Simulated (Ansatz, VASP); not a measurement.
**KI in VASP and in Ansatz**

File INCAR:

```
SYSTEM = KI
PREC = Accurate ; ENCUT = 600
EDIFF = 1E-6 ; ISMEAR = 0
SIGMA = 0.01 ; LREAL = .FALSE.
LASPH = .TRUE. ; NELM = 60
ALGO = Normal ; ISIF = 3
LWAVE = .FALSE. ; LCHARG = .FALSE.
GGA = PE ; IBRION = 2
NSW = 80 ; EDIFFG = -0.005
```

KPOINTS

```
regular mesh
0
G
  4 4 4
  0 0 0
```

File POSCAR:

```
KI
1.0
    0.0000000000      3.5327700000      3.5327700000
    3.5327700000      0.0000000000      3.5327700000
    3.5327700000      3.5327700000      0.0000000000
K I
1 1
Direct
    0.0000000000      0.0000000000      0.0000000000
    0.5000000000      0.5000000000      0.5000000000
```

Input for Ansatz:

```yaml
crystal:
  lattice:
    - [0.0, 3.53277, 3.53277]
    - [3.53277, 0.0, 3.53277]
    - [3.53277, 3.53277, 0.0]
  atoms:
    - { symbol: K, position: [0.0, 0.0, 0.0] }
    - { symbol: I, position: [0.5, 0.5, 0.5] }
kpoints:
  mp_grid:
    grid: [4, 4, 4]
hamiltonian:
  xc: pbe
  dispersion: none
  pseudopotentials:
    kind: paw
    azcp:
      folder: soft_1
scf:
  occupations:
    method: fixed
relax:
  f_tol: 0.005
  cell: {}
```

Alike in both runs: task relaxation of cell and atoms; functional PBE; k mesh 4 × 4 × 4; no spin polarisation.

|  | VASP | Ansatz |
| --- | --- | --- |
| version | VASP 6.6.1 | Ansatz 0.2.0 |
| potentials or method | VASP PAW PBE potentials, release 64 (K_sv, I) | plane waves, PAW |
| plane-wave cutoff (eV) | 600 | 420 |
| occupations | gaussian, width 0.01 eV | fixed |
| valence electrons in the cell | 16 | 26 |

```csv
,VASP,Ansatz,Ansatz less VASP
relaxed volume (Å³/atom),46.46,46.22,-0.236
relaxed cell length with the largest relative difference (Å),5.084,5.075,-0.0086
```

VASP's potentials hold 16 valence electrons a cell and Ansatz's 26, so a difference there can come from the potentials and not from the codes.

Spin-orbit coupling is off throughout.
